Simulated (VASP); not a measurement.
# NaCa2 (P2_1/m) in VASP: single point with PBE

Aim: the single point of NaCa2 with PBE.

Everything below comes from runs of VASP 6.6.1. Logs are shortened: lines on timing, memory, paths and dates and some standing lists are left out, and cuts for length are marked.

**1. The cell of the first run**

It takes space group P2_1/m (No. 11, monoclinic). The conventional cell has a = 3.801 Å, b = 6.082 Å, c = 10.618 Å, α = 90.00°, β = 90.28°, γ = 90.00°. Na (site symmetry m) has 12 Ca at 3.68 to 4.48 Å and 2 Na at 3.80 Å within 4.8 Å. Within 4.8 Å of Ca (site symmetry m) lie 6 Na at 3.68 to 4.48 Å and 8 Ca at 3.80 to 4.14 Å. Within 4.8 Å of Ca (site symmetry m) lie 6 Na at 3.68 to 4.48 Å and 8 Ca at 3.80 to 4.14 Å.

**2. Single point, PBE**

Input file INCAR:

```
SYSTEM = NaCa2
  PREC = Accurate
  ENCUT = 520
  EDIFF = 1E-6
  ISMEAR = 0
  SIGMA = 0.1
  LREAL = .FALSE.
  LASPH = .TRUE.
  NELM = 60
  ALGO = Fast
  ISIF = 2
  LWAVE = .FALSE.
  LCHARG = .FALSE.
  GGA = PE
  NBANDS = 36
```

Input file KPOINTS:

```
regular mesh
0
G
  10 6 4
  0 0 0
```

Input file POSCAR:

```
NaCa2
1.0
    3.7998158898      0.0000000000      0.1119266202
    0.0000000000      6.0823710995      0.0000000000
   -0.3645338749      0.0000000000     10.6120299936
Na Ca
2 4
Direct
    0.0012193514      0.7500000000      0.7499736130
    0.9987806486      0.2500000000      0.2500263870
    0.2834440017      0.2500000000      0.5836330578
    0.2832456835      0.7500000000      0.0838861169
    0.7165559983      0.7500000000      0.4163669422
    0.7167543165      0.2500000000      0.9161138831
```

Potentials or basis: VASP PAW PBE potentials, release 64 (Na_pv, Ca_sv).

Launch:

```
> cat potpaw_PBE.64/Na_pv/POTCAR potpaw_PBE.64/Ca_sv/POTCAR > POTCAR
> mpirun -np 1 vasp_std > vasp.out
```

OUTCAR:

```text
SYSTEM = NaCa2
   PREC = Accurate
   ENCUT = 520
   EDIFF = 1E-6
   ISMEAR = 0
   LREAL = .FALSE.
   LASPH = .TRUE.
   NELM = 60
   ISIF = 2
   GGA = PE

 ion  position               nearest neighbor table
   1  0.001  0.750  0.750-
   2  0.999  0.250  0.250-
   3  0.283  0.250  0.584-
   4  0.283  0.750  0.084-
   5  0.717  0.750  0.416-
   6  0.717  0.250  0.916-

  LATTYP: Found a simple monoclinic cell.
 ALAT       =     3.8014639765
 B/A-ratio  =     1.6000075595
 C/A-ratio  =     2.7932105277
 COS(beta)  =    -0.0048901956

  Lattice vectors:

 A1 = (   3.7998158898,   0.0000000000,   0.1119266202)
 A2 = (   0.0000000000,   6.0823710995,   0.0000000000)
 A3 = (  -0.3645338749,   0.0000000000,  10.6120299936)

Analysis of symmetry for initial positions (statically):
=====================================================================
 Subroutine PRICEL returns:
 Original cell was already a primitive cell.

 Routine SETGRP: Setting up the symmetry group for a
 simple monoclinic supercell.

 Subroutine GETGRP returns: Found  4 space group operations
 (whereof  2 operations were pure point group operations)
 out of a pool of  4 trial point group operations.

The static configuration has the point symmetry S_2 .
 The point group associated with its full space group is C_2h.

Analysis of symmetry for dynamics (positions and initial velocities):
=====================================================================
 Subroutine PRICEL returns:
 Original cell was already a primitive cell.

 Routine SETGRP: Setting up the symmetry group for a
 simple monoclinic supercell.

 Subroutine GETGRP returns: Found  4 space group operations
 (whereof  2 operations were pure point group operations)
 out of a pool of  4 trial point group operations.

The dynamic configuration has the point symmetry S_2 .
 The point group associated with its full space group is C_2h.

 Subroutine INISYM returns: Found  4 space group operations
 (whereof  2 operations are pure point group operations),
 and found     1 'primitive' translations

----------------------------------------------------------------------------------------

                                     Primitive cell

  volume of cell :     245.5122

  direct lattice vectors                    reciprocal lattice vectors
     3.799815890  0.000000000  0.111926620     0.262904629  0.000000000  0.009031038
     0.000000000  6.082371100  0.000000000     0.000000000  0.164409567  0.000000000
    -0.364533875  0.000000000 10.612029994    -0.002772893  0.000000000  0.094137426

  length of vectors
     3.801463977  6.082371100 10.618289200     0.263059696  0.164409567  0.094178256

  position of ions in fractional coordinates (direct lattice)
     0.001219351  0.750000000  0.749973613
     0.998780649  0.250000000  0.250026387
     0.283444002  0.250000000  0.583633058
     0.283245683  0.750000000  0.083886117
     0.716555998  0.750000000  0.416366942
     0.716754317  0.250000000  0.916113883

  ion indices of the primitive-cell ions
   primitive index   ion index
                 1           1
                 2           2
                 3           3
                 4           4
                 5           5
                 6           6

----------------------------------------------------------------------------------------

 KPOINTS: regular mesh

Automatic generation of k-mesh.
 Grid dimensions read from file:
 generate k-points for:   10    6    4

 Generating k-lattice:

  Cartesian coordinates                     Fractional coordinates (reciprocal lattice)
     0.026290463  0.000000000  0.000903104     0.100000000  0.000000000  0.000000000
     0.000000000  0.027401595  0.000000000     0.000000000  0.166666667  0.000000000
    -0.000693223  0.000000000  0.023534356     0.000000000  0.000000000  0.250000000

  Length of vectors
     0.026305970  0.027401595  0.023544564

  Shift w.r.t. Gamma in fractional coordinates (k-lattice)
     0.000000000  0.000000000  0.000000000

 Subroutine IBZKPT returns following result:
 ===========================================

 Found     88 irreducible k-points:

 Following reciprocal coordinates:
            Coordinates               Weight
  0.000000  0.000000  0.000000      1.000000
  0.100000  0.000000  0.000000      2.000000
  0.200000  0.000000  0.000000      2.000000
  0.300000  0.000000 -0.000000      2.000000
  0.400000  0.000000 -0.000000      2.000000
  0.500000  0.000000  0.000000      1.000000
[... 16 lines left out ...]
  0.400000  0.500000 -0.000000      2.000000
  0.500000  0.500000  0.000000      1.000000
 [... further k-points ...]
   k-points           NKPTS =     88   k-points in BZ     NKDIM =     88   number of bands    NBANDS=     36
   number of dos      NEDOS =    301   number of ions     NIONS =      6
   total plane-waves  NPLWV = 107520
   dimension x,y,z NGX =    28 NGY =   48 NGZ =   80
   dimension x,y,z NGXF=    56 NGYF=   96 NGZF=  160
   ions per type =               2   4
   NGX,Y,Z   is equivalent  to a cutoff of  12.24, 13.12, 12.53 a.u.
   NGXF,Y,Z  is equivalent  to a cutoff of  24.49, 26.24, 25.05 a.u.
 SYSTEM =  NaCa2
   PREC   = accura    normal or accurate (medium, high low for compatibility)
   ISTART =      0    job   : 0-new  1-cont  2-samecut
   ICHARG =      2    charge: 1-file 2-atom 10-const
   ISPIN  =      1    spin polarized calculation?
   LNONCOLLINEAR =      F non collinear calculations
   LSORBIT =      F    spin-orbit coupling
   LASPH  =      T    aspherical Exc in radial PAW
   ENCUT  =  520.0 eV  38.22 Ry    6.18 a.u.   7.07 11.31 19.74*2*pi/ulx,y,z
   NELM   =     60;   NELMIN=  2; NELMDL= -5     # of ELM steps
   EDIFF  = 0.1E-05   stopping-criterion for ELM
   LREAL  =      F    real-space projection
   EDIFFG = 0.1E-04   stopping-criterion for IOM
   NSW    =      0    number of steps for IOM
   IBRION =     -1    ionic relax: 0-MD 1-quasi-New 2-CG
   NFREE  =      0    steps in history (QN), initial steepest desc. (CG)
   ISIF   =      2    stress and relaxation
   ISYM   =      2    0-nonsym 1-usesym 2-fastsym
   POTIM  = 0.5000    time-step for ionic-motion
   TEBEG  =    0.0;   TEEND  =   0.0 temperature during run
   PSTRESS=    0.0 pullay stress
   NELECT =      54.0000    total number of electrons
   NUPDOWN=      -1.0000    fix difference up-down
   EMIN   =  10.00;   EMAX   =-10.00  energy-range for DOS
   EFERMI =   0.00;   METHOD = LEGACY
   ISMEAR =     0;   SIGMA  =   0.10  broadening in eV -4-tet -1-fermi 0-gaus
   EFERMI_NEDOS =   21; number of points for ismear=-14 and -15
   IALGO  =     68    algorithm
   IMIX   =      4    mixing-type and parameters
     AMIX     =   0.40;   BMIX     =  1.00
     AMIX_MAG =   1.60;   BMIX_MAG =  1.00
  volume/ion in A,a.u.               =      40.92       276.13
  Fermi-wavevector in a.u.,A,eV,Ry     =   0.988208  1.867442 13.286838  0.976555
  Thomas-Fermi vector in A             =   2.119718
   LORBIT       =      0    0 simple, 1 ext, 2 COOP (PROOUT), +10 PAW based schemes
   GGA     = PE    functional components
   LHFCALC =     F    Hartree Fock is set to
   AEXX    =    0.0000 exact exchange contribution
   IVDW    =     0    specifies the selected vdW correction
   LEPSILON=     F    determine dielectric tensor
   LRPA    =     F    only Hartree local field effects (RPA)
 non-spin polarized calculation
 RMM-DIIS sequential band-by-band and
 Gauss-broadening in eV      SIGMA  =   0.10
  energy-cutoff  :      520.00
  volume of cell :      245.51
 maximum number of plane-waves:      6648
   NGX = 15   NGY = 23   NGZ = 39

 number of electron      53.9999989 magnetization

 Free energy of the ion-electron system (eV)
  ---------------------------------------------------
  ext. energy  EPLUGINS =         0.00000000
  ---------------------------------------------------
  free energy    TOTEN  =        -9.93037992 eV

  energy without entropy =       -9.91209731  energy(sigma->0) =       -9.92123861

 E-fermi :   1.4677     XC(G=0):  -7.3446

 val. band max:        1.4673890564   @ k =   0.1000   0.1667   0.0000
 cond. band min:       1.4735272507   @ k =   0.2000   0.0000   0.2500
 fundamental gap:      0.0061381943
 Fermi energy:         1.4676881702

 k-point     1 :       0.0000    0.0000    0.0000
  band No.  band energies     occupation
      1     -40.8313      2.00000
      2     -40.8276      2.00000
      3     -40.8245      2.00000
      4     -40.8207      2.00000
      5     -22.9580      2.00000
      6     -22.9578      2.00000
[... 28 lines left out ...]
     35       2.9867      0.00000
     36       3.0930      0.00000

 k-point     2 :       0.1000    0.0000    0.0000
  band No.  band energies     occupation
      1     -40.8305      2.00000
      2     -40.8269      2.00000
      3     -40.8239      2.00000
      4     -40.8203      2.00000
      5     -22.9578      2.00000
      6     -22.9576      2.00000
[... 28 lines left out ...]
     35       2.9974      0.00000
     36       3.0919      0.00000

 k-point     3 :       0.2000    0.0000    0.0000
  band No.  band energies     occupation
      1     -40.8283      2.00000
      2     -40.8250      2.00000
      3     -40.8226      2.00000
      4     -40.8193      2.00000
      5     -22.9574      2.00000
      6     -22.9572      2.00000
[... 28 lines left out ...]
     35       3.0504      0.00000
     36       3.3787      0.00000

 k-point     4 :       0.3000    0.0000   -0.0000
  band No.  band energies     occupation
      1     -40.8254      2.00000
      2     -40.8227      2.00000
      3     -40.8209      2.00000
      4     -40.8181      2.00000
      5     -22.9568      2.00000
      6     -22.9566      2.00000
[... 28 lines left out ...]
     35       2.9240      0.00000
     36       3.3366      0.00000

 k-point     5 :       0.4000    0.0000   -0.0000
  band No.  band energies     occupation
      1     -40.8229      2.00000
      2     -40.8206      2.00000
      3     -40.8197      2.00000
      4     -40.8174      2.00000
      5     -22.9563      2.00000
      6     -22.9562      2.00000
[... 655 lines left out ...]
 k-point    22 :       0.3000    0.5000   -0.0000
  band No.  band energies     occupation
      1     -40.8232      2.00000
      2     -40.8232      2.00000
      3     -40.8204      2.00000
      4     -40.8204      2.00000
      5     -22.9566      2.00000
      6     -22.9566      2.00000
[... 28 lines left out ...]
     35       2.9745      0.00000
     36       3.5672      0.00000

 k-point    23 :       0.4000    0.5000   -0.0000
  band No.  band energies     occupation
      1     -40.8213      2.00000
      2     -40.8213      2.00000
      3     -40.8190      2.00000
      4     -40.8190      2.00000
      5     -22.9562      2.00000
      6     -22.9562      2.00000
[... 28 lines left out ...]
     35       3.0352      0.00000
     36       3.0352      0.00000

 k-point    24 :       0.5000    0.5000    0.0000
  band No.  band energies     occupation
      1     -40.8206      2.00000
      2     -40.8206      2.00000
      3     -40.8185      2.00000
      4     -40.8185      2.00000
      5     -22.9560      2.00000
      6     -22.9560      2.00000
[... 28 lines left out ...]
     35       3.1953      0.00000
     36       3.1967      0.00000

 [... further k-points ...]
[... 5 lines left out ...]
  --------------------------------------------------------------------------------------
  -------------------------------------------------------------------------------------
  Total        0.0120477     -0.0162708      0.0086288      0.0000000      0.0000000      0.0009328
  in kB        0.0786218     -0.1061810      0.0563101      0.0000000      0.0000000      0.0060870
  external PRESSURE =       0.0095836 kB  Pullay stress =       0.0000000 kB

 VOLUME and BASIS-vectors are now :
 -----------------------------------------------------------------------------
  energy-cutoff  :      520.00
  volume of cell :      245.51
      direct lattice vectors                 reciprocal lattice vectors
     3.799815890  0.000000000  0.111926620     0.262904629  0.000000000  0.009031038
     0.000000000  6.082371100  0.000000000     0.000000000  0.164409567  0.000000000
    -0.364533875  0.000000000 10.612029994    -0.002772893  0.000000000  0.094137426

 POSITION                                       TOTAL-FORCE (eV/Angst)
 -----------------------------------------------------------------------------------
     -0.26876      4.56178      7.95888         0.000273      0.000000      0.000763
      3.70404      1.52059      2.76508        -0.000273     -0.000000     -0.000763
      0.86428      1.52059      6.22526         0.004577     -0.000000     -0.003200
      1.04570      4.56178      0.92190         0.005584     -0.000000     -0.003942
      2.57100      4.56178      4.49870        -0.004577     -0.000000      0.003200
      2.38958      1.52059      9.80205        -0.005584     -0.000000      0.003942
 -----------------------------------------------------------------------------------
    total drift:                                0.000000      0.000000     -0.000000

  FREE ENERGIE OF THE ION-ELECTRON SYSTEM (eV)
  ---------------------------------------------------
  free  energy   TOTEN  =        -9.9303799207 eV

  energy  without entropy=       -9.9120973089  energy(sigma->0) =       -9.92123861
```

It took 31 min on 1 thread of Intel Xeon Platinum 8488C (Sapphire Rapids), shared host; peak memory 0.74 GiB.

What came out:

```yaml
Free_energy: -9.9304 eV
Pressure: 0.0 GPa
Largest_force: 0.007 eV/Å
Band_gap_on_the_k_mesh: zero (bands 27 and 28 overlap by 1.78 eV)
```

Forces on the atoms (eV/Å):
```
Na   0.000  0.000  0.001
Na   0.000  0.000 -0.001
Ca   0.005  0.000 -0.003
Ca   0.006  0.000 -0.004
Ca  -0.005  0.000  0.003
Ca  -0.006  0.000  0.004
```
